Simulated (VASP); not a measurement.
Write the native input for VASP 6.6.1 that does the following.

```
Task                   : relaxation of cell and atoms
Functional             : PBEsol
Potentials or basis    : VASP PAW PBE potentials, release 64 (Na_pv)
Cutoff                 : 500 eV
k mesh                 : 16 × 16 × 16
Occupations            : fermi-dirac, width 0.1 eV
Spin                   : no spin polarisation
Target pressure        : 19 GPa
Dipole correction      : no
Further INCAR settings : ALGO = Normal; EDIFF = 1e-07; IBRION = 2; EDIFFG = -0.005; NSW = 32; ISIF = 3
```

The structure of Na lies in POSCAR:

```
Na
1.0
   -1.6631126902      1.6631126902      1.6631126902
    1.6631126902     -1.6631126902      1.6631126902
    1.6631126902      1.6631126902     -1.6631126902
Na
1
Direct
    0.0000000000      0.0000000000      0.0000000000
```

These files were run (other wordings do the same):

INCAR

```
SYSTEM = Na
ALGO = Normal
EDIFF = 1E-7
EDIFFG = -0.005
ENCUT = 500
GGA = PS
GGA_COMPAT = .False.
IBRION = 2
ISIF = 3
ISMEAR = -1
LASPH = .True.
LCHARG = .False.
LREAL = .False.
LWAVE = .False.
NELM = 120
NELMIN = 4
NSW = 32
PREC = Accurate
PSTRESS = 190.0
SIGMA = 0.1
```

KPOINTS

```
k-points
0
Gamma
  16 16 16
  0 0 0
```

Potentials or basis: VASP PAW PBE potentials, release 64 (Na_pv).

Command:

```console
$ cat potpaw_PBE.64/Na_pv/POTCAR > POTCAR
$ mpirun -np 1 vasp_std > vasp.out
```

It gave:

```yaml
Pressure_after_relaxing: 19.0 GPa
Band_gap_on_the_k_mesh: zero (an odd number of electrons rules out a gap without spin polarisation)
```

Caveat: the relaxation stopped at its first step, so nothing moved; the cell is relaxed towards a set pressure, so the run minimises the enthalpy, not the energy; the PAW data sets were made with another functional, which shifts forces and pressure a little.

Run time: 6.2 s on 1 thread of Intel(R) Xeon(R) Platinum 8488C (Sapphire Rapids) (shared host), peak memory 0.14 GiB.
